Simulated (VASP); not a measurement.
# SiHC (P4_2/mmc) in VASP: a series of runs, part 2 of 2

VASP 6.6.1. Earlier steps stand in the parts before.

### Step 3. Single point, PBE

This run uses another cell than the first one, of 11.06 Å³/atom.

INCAR reads:

```
ALGO = Normal
EDIFF = 1E-7
ENCUT = 520
GGA = PE
ISIF = 2
ISMEAR = 0
LASPH = True
LCHARG = True
LELF = True
LREAL = False
LVHAR = True
LWAVE = False
NBANDS = 18
NELM = 60
PREC = Accurate
SIGMA = 0.1
```

KPOINTS reads:

```
k-points
0
Gamma
  6 6 4
```

POSCAR reads:

```
SiHC
1.0
    3.2789031100      0.0000000000      0.0000000000
    0.0000000000      3.2789031100      0.0000000000
    0.0000000000      0.0000000000      6.1707419100
Si H C
2 2 2
Direct
    0.5000000000      0.0000000000      0.5000000000
    0.0000000000      0.5000000000      0.0000000000
    0.0000000000      0.0000000000      0.7500000000
    0.0000000000      0.0000000000      0.2500000000
    0.5000000000      0.5000000000      0.0000000000
    0.5000000000      0.5000000000      0.5000000000
```

Potentials or basis: VASP PAW PBE potentials, release 64 (Si, H, C).

Launch:

```bash
$ cat potpaw_PBE.64/Si/POTCAR potpaw_PBE.64/H/POTCAR potpaw_PBE.64/C/POTCAR > POTCAR
$ mpirun -np 1 vasp_std > vasp.out
```

OUTCAR:

```text
EDIFF = 1E-7
   ENCUT = 520
   GGA = PE
   ISIF = 2
   ISMEAR = 0
   LASPH = True
   LREAL = False
   NELM = 60
   PREC = Accurate

 ion  position               nearest neighbor table
   1  0.500  0.000  0.500-   6 1.64   6 1.64
   2  0.000  0.500  0.000-   5 1.64   5 1.64
   3  0.000  0.000  0.750-
   4  0.000  0.000  0.250-
   5  0.500  0.500  0.000-   2 1.64   2 1.64
   6  0.500  0.500  0.500-   1 1.64   1 1.64

  LATTYP: Found a simple tetragonal cell.
 ALAT       =     3.2789031100
 C/A-ratio  =     1.8819531114

  Lattice vectors:

 A1 = (   3.2789031100,   0.0000000000,   0.0000000000)
 A2 = (   0.0000000000,   3.2789031100,   0.0000000000)
 A3 = (   0.0000000000,   0.0000000000,   6.1707419100)

Analysis of symmetry for initial positions (statically):
=====================================================================
 Subroutine PRICEL returns:
 Original cell was already a primitive cell.

 Routine SETGRP: Setting up the symmetry group for a
 simple tetragonal supercell.

 Subroutine GETGRP returns: Found 16 space group operations
 (whereof  8 operations were pure point group operations)
 out of a pool of 16 trial point group operations.

The static configuration has the point symmetry D_2h.
 The point group associated with its full space group is D_4h.

Analysis of symmetry for dynamics (positions and initial velocities):
=====================================================================
 Subroutine PRICEL returns:
 Original cell was already a primitive cell.

 Routine SETGRP: Setting up the symmetry group for a
 simple tetragonal supercell.

[... 122 lines left out ...]
   TEBEG  =    0.0;   TEEND  =   0.0 temperature during run
   PSTRESS=    0.0 pullay stress
   NELECT =      18.0000    total number of electrons
   NUPDOWN=      -1.0000    fix difference up-down
   EMIN   =  10.00;   EMAX   =-10.00  energy-range for DOS
   EFERMI =   0.00;   METHOD = LEGACY
   ISMEAR =     0;   SIGMA  =   0.10  broadening in eV -4-tet -1-fermi 0-gaus
   EFERMI_NEDOS =   21; number of points for ismear=-14 and -15
   IALGO  =     38    algorithm
   IMIX   =      4    mixing-type and parameters
     AMIX     =   0.40;   BMIX     =  1.00
     AMIX_MAG =   1.60;   BMIX_MAG =  1.00
  volume/ion in A,a.u.               =      11.06        74.62
  Fermi-wavevector in a.u.,A,eV,Ry     =   1.059825  2.002779 15.282458  1.123229
  Thomas-Fermi vector in A             =   2.195184
   LORBIT       =      0    0 simple, 1 ext, 2 COOP (PROOUT), +10 PAW based schemes
   GGA     = PE    functional components
   LHFCALC =     F    Hartree Fock is set to
   AEXX    =    0.0000 exact exchange contribution
   IVDW    =     0    specifies the selected vdW correction
   LEPSILON=     F    determine dielectric tensor
   LRPA    =     F    only Hartree local field effects (RPA)
 non-spin polarized calculation
 Gauss-broadening in eV      SIGMA  =   0.10
  energy-cutoff  :      520.00
  volume of cell :       66.34
 maximum number of plane-waves:      1832
   NGX = 13   NGY = 13   NGZ = 23

 number of electron      18.0000001 magnetization

 Free energy of the ion-electron system (eV)
  ---------------------------------------------------
  ext. energy  EPLUGINS =         0.00000000
  ---------------------------------------------------
  free energy    TOTEN  =       -26.58485778 eV

  energy without entropy =      -26.57167588  energy(sigma->0) =      -26.57826683

 E-fermi :   3.9155     XC(G=0):  -9.8323

 val. band max:        3.9123170476   @ k =   0.1667   0.1667   0.0000
 cond. band min:       3.9930616642   @ k =   0.3333   0.0000   0.0000
 fundamental gap:      0.0807446165
 Fermi energy:         3.9155329643

 k-point     1 :       0.0000    0.0000    0.0000
  band No.  band energies     occupation
      1      -9.7839      2.00000
      2      -8.5417      2.00000
      3      -2.6606      2.00000
      4      -0.9948      2.00000
      5      -0.9948      2.00000
      6       0.6103      2.00000
[... 481 lines left out ...]
      5      -0.7155      2.00000
      6       1.3678      2.00000
[... 10 lines left out ...]
     17      13.2707      0.00000
     18      13.6509      0.00000

 [... further k-points ...]
[... 5 lines left out ...]
  --------------------------------------------------------------------------------------
  -------------------------------------------------------------------------------------
  Total        6.7028800      6.7028800     -3.0377887      0.0000000      0.0000000      0.0000000
  in kB      161.8741416    161.8741416    -73.3624107      0.0000000      0.0000000      0.0000000
  external PRESSURE =      83.4619575 kB  Pullay stress =       0.0000000 kB

 VOLUME and BASIS-vectors are now :
 -----------------------------------------------------------------------------
  energy-cutoff  :      520.00
  volume of cell :       66.34
      direct lattice vectors                 reciprocal lattice vectors
     3.278903110  0.000000000  0.000000000     0.304980039  0.000000000  0.000000000
     0.000000000  3.278903110  0.000000000     0.000000000  0.304980039  0.000000000
     0.000000000  0.000000000  6.170741910     0.000000000  0.000000000  0.162055068

 POSITION                                       TOTAL-FORCE (eV/Angst)
 -----------------------------------------------------------------------------------
      1.63945      0.00000      3.08537         0.000000      0.000000     -0.000000
      0.00000      1.63945      0.00000         0.000000      0.000000     -0.000000
      0.00000      0.00000      4.62806         0.000000      0.000000      0.000000
      0.00000      0.00000      1.54269         0.000000      0.000000     -0.000000
      1.63945      1.63945      0.00000         0.000000      0.000000     -0.000000
      1.63945      1.63945      3.08537         0.000000      0.000000     -0.000000
 -----------------------------------------------------------------------------------
    total drift:                                0.000000     -0.000000     -0.000000

  FREE ENERGIE OF THE ION-ELECTRON SYSTEM (eV)
  ---------------------------------------------------
  free  energy   TOTEN  =       -26.5848577793 eV

  energy  without entropy=      -26.5716758783  energy(sigma->0) =      -26.57826683
```

OSZICAR:

```text
N       E                     dE             d eps       ncg     rms          rms(c)
DAV:   1     0.358301079788E+02    0.35830E+02   -0.75866E+03  1080   0.860E+02
DAV:   2    -0.278122913489E+02   -0.63642E+02   -0.59928E+02  1446   0.152E+02
DAV:   3    -0.315003748565E+02   -0.36881E+01   -0.36122E+01  1316   0.342E+01
DAV:   4    -0.315411007438E+02   -0.40726E-01   -0.40692E-01  1414   0.434E+00
DAV:   5    -0.315415814260E+02   -0.48068E-03   -0.48064E-03  1346   0.452E-01    0.145E+01
DAV:   6    -0.268421833654E+02    0.46994E+01   -0.16976E+01  1158   0.205E+01    0.664E+00
DAV:   7    -0.266765093807E+02    0.16567E+00   -0.19057E+00  1174   0.721E+00    0.344E+00
DAV:   8    -0.265925198076E+02    0.83990E-01   -0.19430E-01  1266   0.250E+00    0.886E-01
DAV:   9    -0.265843921023E+02    0.81277E-02   -0.21087E-02  1292   0.923E-01    0.194E-01
DAV:  10    -0.265848627552E+02   -0.47065E-03   -0.29015E-03  1266   0.307E-01    0.130E-01
DAV:  11    -0.265848476479E+02    0.15107E-04   -0.21878E-04  1288   0.879E-02    0.507E-02
DAV:  12    -0.265848564494E+02   -0.88015E-05   -0.36556E-05  1256   0.389E-02    0.144E-02
DAV:  13    -0.265848579948E+02   -0.15454E-05   -0.49209E-06  1292   0.126E-02    0.780E-03
DAV:  14    -0.265848577889E+02    0.20589E-06   -0.70795E-07  1266   0.462E-03    0.930E-04
DAV:  15    -0.265848577793E+02    0.95918E-08   -0.76435E-08   678   0.163E-03
   1 F= -.26584858E+02 E0= -.26578267E+02  d E =-.131819E-01
```

Run time: 44 s. Hardware: 1 thread of Intel Xeon 8259CL, shared host; peak memory 0.18 GiB.

Results:

| Quantity | Value |
| --- | --- |
| Free energy | -26.5849 eV |
| Pressure | 8.3 GPa |
| Band gap on the k mesh | zero (bands 9 and 10 overlap by 1.18 eV) |

Caveat: the cell stands under pressure.

### Step 4. Relaxation of cell and atoms, PBE

This run uses another cell than the first one, of 11.06 Å³/atom.

INCAR reads:

```
SYSTEM = SiHC
ALGO     = Normal         ! electronic algorithm
EDIFF    = 1E-6           ! SCF threshold, eV
EDIFFG   = -0.04          ! ionic threshold
ENCUT    = 600            ! plane-wave cutoff, eV
GGA      = PE             ! functional
IBRION   = 2              ! ionic algorithm
ISIF     = 3              ! what is computed and relaxed
ISMEAR   = 0              ! smearing method
LASPH    = .TRUE.         ! aspherical terms in the spheres
LCHARG   = .FALSE.        ! write CHGCAR
LREAL    = .FALSE.        ! projectors in reciprocal space
LWAVE    = .FALSE.        ! write WAVECAR
NELM     = 80             ! most SCF steps
NSW      = 90             ! ionic steps
PREC     = Accurate       ! precision mode
SIGMA    = 0.1            ! smearing width, eV
```

KPOINTS reads:

```
k-points
0
G
  6 6 4
  0 0 0
```

POSCAR is that of step 3.

Potentials or basis: VASP PAW PBE potentials, release 64 (Si, H, C).

Launch:

```bash
$ cat potpaw_PBE.64/Si/POTCAR potpaw_PBE.64/H/POTCAR potpaw_PBE.64/C/POTCAR > POTCAR
$ mpirun -np 1 vasp_std > vasp.out
```

OUTCAR:

```text
SYSTEM = SiHC
   EDIFF = 1E-6
   EDIFFG = -0.04
   ENCUT = 600
   GGA = PE
   IBRION = 2
   ISIF = 3
   ISMEAR = 0
   LASPH = .TRUE.
   LREAL = .FALSE.
   NELM = 80
   NSW = 90
   PREC = Accurate

 ion  position               nearest neighbor table
   1  0.500  0.000  0.500-   6 1.64   6 1.64
   2  0.000  0.500  0.000-   5 1.64   5 1.64
   3  0.000  0.000  0.750-
   4  0.000  0.000  0.250-
   5  0.500  0.500  0.000-   2 1.64   2 1.64
   6  0.500  0.500  0.500-   1 1.64   1 1.64

  LATTYP: Found a simple tetragonal cell.
 ALAT       =     3.2789031100
 C/A-ratio  =     1.8819531114

  Lattice vectors:

 A1 = (   3.2789031100,   0.0000000000,   0.0000000000)
 A2 = (   0.0000000000,   3.2789031100,   0.0000000000)
 A3 = (   0.0000000000,   0.0000000000,   6.1707419100)

Analysis of symmetry for initial positions (statically):
=====================================================================
 Subroutine PRICEL returns:
 Original cell was already a primitive cell.

 Routine SETGRP: Setting up the symmetry group for a
 simple tetragonal supercell.

 Subroutine GETGRP returns: Found 16 space group operations
 (whereof  8 operations were pure point group operations)
 out of a pool of 16 trial point group operations.

The static configuration has the point symmetry D_2h.
 The point group associated with its full space group is D_4h.

Analysis of symmetry for dynamics (positions and initial velocities):
=====================================================================
 Subroutine PRICEL returns:
[... 302 lines left out ...]
      8       2.8219      2.00000
      9       3.7773      1.88577
     10       4.5049      0.00000
     11       4.8139      0.00000
     12       9.6502      0.00000
     13       9.8954      0.00000
[... 356 lines left out ...]
      2      -7.1194      2.00000
      3      -5.6947      2.00000
      4      -2.3054      2.00000
      5      -0.8423      2.00000
      6       1.5023      2.00000
      7       2.1910      2.00000
      8       2.7280      2.00000
      9       3.5746      1.99999
     10       4.1812      0.00004
     11       5.6913      0.00000
     12       7.4665      0.00000
     13       7.6488      0.00000

 [... further k-points ...]

[... ionic steps 4 to 15 ...]

--------------------------------------- Ionic step       16  -------------------------------------------

 number of electron      18.0000003 magnetization

------------------------ aborting loop because EDIFF is reached ----------------------------------------
[... 75 lines left out ...]
--------------------------------------- Ionic step       18  -------------------------------------------

 number of electron      18.0000003 magnetization

 Free energy of the ion-electron system (eV)
  ---------------------------------------------------
  ext. energy  EPLUGINS =         0.00000000
  ---------------------------------------------------
  free energy    TOTEN  =       -28.29408005 eV

  energy without entropy =      -28.28963856  energy(sigma->0) =      -28.29185930

 E-fermi :   6.9349     XC(G=0): -10.9478

 val. band max:        6.7953983995   @ k =   0.3333   0.1667   0.5000
 cond. band min:       6.9543244698   @ k =   0.5000   0.0000   0.0000
 fundamental gap:      0.1589260703
 Fermi energy:         6.9348725741

 k-point     1 :       0.0000    0.0000    0.0000
  band No.  band energies     occupation
      1      -8.8154      2.00000
      2      -3.1684      2.00000
      3      -0.7161      2.00000
      4       0.7619      2.00000
      5       0.8714      2.00000
      6       0.8714      2.00000
      7       5.7836      2.00000
      8       5.7836      2.00000
      9       6.2462      2.00000
     10       6.6796      1.99969
     11      11.0531      0.00000
     12      11.4604      0.00000
     13      14.3426      0.00000
[... 401 lines left out ...]
  FREE ENERGIE OF THE ION-ELECTRON SYSTEM (eV)
  ---------------------------------------------------
  free  energy   TOTEN  =       -28.2940800478 eV

  energy  without entropy=      -28.2896385566  energy(sigma->0) =      -28.29185930

 reached required accuracy - stopping structural energy minimisation
```

CONTCAR:

```text
SiHC
   1.00000000000000
     3.5230995176030464    0.0000000000000000    0.0000000000000000
    -0.0000000000000000    3.5230995176030464    0.0000000000000000
     0.0000000000000000    0.0000000000000000    4.2775219582593209
  Si              H               C
     2     2     2
Direct
     0.5000000000000000    0.0000000000000000    0.5000000000000000
     0.0000000000000000    0.5000000000000000    0.0000000000000000
     0.0000000000000000    1.0000000000000000    0.7500000000000000
     1.0000000000000000    0.0000000000000000    0.2500000000000000
     0.5000000000000000    0.5000000000000000    0.0000000000000000
     0.5000000000000000    0.5000000000000000    0.5000000000000000

  0.00000000E+00  0.00000000E+00  0.00000000E+00
  0.00000000E+00  0.00000000E+00  0.00000000E+00
  0.00000000E+00  0.00000000E+00  0.00000000E+00
  0.00000000E+00  0.00000000E+00  0.00000000E+00
  0.00000000E+00  0.00000000E+00  0.00000000E+00
  0.00000000E+00  0.00000000E+00  0.00000000E+00
```

Run time: 9.7 min. Hardware: 1 thread of Intel Xeon 8259CL, shared host; peak memory 0.21 GiB.

What came out:

```yaml
Free_energy: -28.2941 eV
Relaxed_volume: 8.85 Å³/atom
Relaxed_cell: a = 3.523 Å, b = 3.523 Å, c = 4.278 Å, α = 90.00°, β = 90.00°, γ = 90.00°
Space_group_after_relaxing_to_0.1_Å: P4_2/mmc (No. 131)
Energy_gained_by_relaxing: 284.4 meV/atom
Ionic_steps: 18
Pressure_after_relaxing: -0.4 GPa
Band_gap_on_the_k_mesh: zero (bands 9 and 10 overlap by 1.73 eV)
```

The path:
| step | energy change (eV) | largest force (eV/Å) | pressure (GPa) | volume (Å³) |
| --- | --- | --- | --- | --- |
| 1 | 0.0000 | 0.0000 | 8.30 | 66.34 |
| 2 | -0.1968 | 0.0000 | -9.34 | 71.86 |
| 3 | -0.2459 | 0.0000 | -4.44 | 70.01 |
| 4 | -0.3843 | 0.0000 | -4.25 | 67.93 |
| 5 | -1.0069 | 0.0000 | -3.43 | 61.61 |
| 6 | -1.5047 | 0.0000 | 13.71 | 48.50 |
| 7 | -1.6202 | 0.0000 | 2.37 | 53.95 |
| 8 | -1.6659 | 0.0000 | 4.10 | 52.38 |
| 9 | -1.6631 | 0.0000 | 6.17 | 51.35 |
| 10 | -1.6691 | 0.0000 | 4.98 | 51.86 |
| 11 | -1.6308 | 0.0000 | -1.00 | 52.56 |
| 12 | -1.6978 | 0.0000 | 2.93 | 52.14 |
| 13 | -1.7008 | 0.0000 | 1.69 | 52.26 |
| 14 | -1.7016 | 0.0000 | 2.11 | 52.22 |
| 15 | -1.7015 | 0.0000 | 2.03 | 52.23 |
| 16 | -1.7042 | 0.0000 | -0.70 | 53.41 |
| 17 | -1.7065 | 0.0000 | 0.44 | 52.92 |
| 18 | -1.7066 | 0.0000 | -0.39 | 53.09 |

Final structure:
```cif
data_structure
_symmetry_space_group_name_H-M 'P 1'
_symmetry_Int_Tables_number 1
_cell_length_a 3.5231
_cell_length_b 3.5231
_cell_length_c 4.2775
_cell_angle_alpha 90.000
_cell_angle_beta 90.000
_cell_angle_gamma 90.000
_cell_volume 53.09
loop_
_atom_site_label
_atom_site_type_symbol
_atom_site_fract_x
_atom_site_fract_y
_atom_site_fract_z
_atom_site_occupancy
Si1 Si 0.50000 0.00000 0.50000 1
Si2 Si 0.00000 0.50000 0.00000 1
H1 H 0.00000 0.00000 0.75000 1
H2 H 0.00000 0.00000 0.25000 1
C1 C 0.50000 0.50000 0.00000 1
C2 C 0.50000 0.50000 0.50000 1
```

Caveat: the volume moved by over 15 % at a fixed basis, so the end points are rough.

### Step 5. Overview

```tsv
task	cell	cutoff (eV)	gap on the mesh (eV)	pressure (GPa)
single point	a = 3.519, b = 3.519, c = 4.280 Å, 6 atoms	520	none	0.0
single point	a = 3.279, b = 3.279, c = 6.171 Å, 6 atoms	520	none	8.3
relaxation of cell and atoms	relaxed from a = 3.279, b = 3.279, c = 6.171 Å, 6 atoms	600	none	-0.4
```

Alike in all rows: level PBE; potentials or basis VASP PAW PBE potentials, release 64 (Si, H, C); no spin polarisation; k mesh 6 × 6 × 4; smearing gaussian 0.1 eV.

Caveats: some runs use coarse meshes; the cell stands under pressure (at least some runs); the volume moved by over 15 % at a fixed basis, so the end points are rough (at least some runs).

Absolute energies hang on the potentials; compare differences alone.
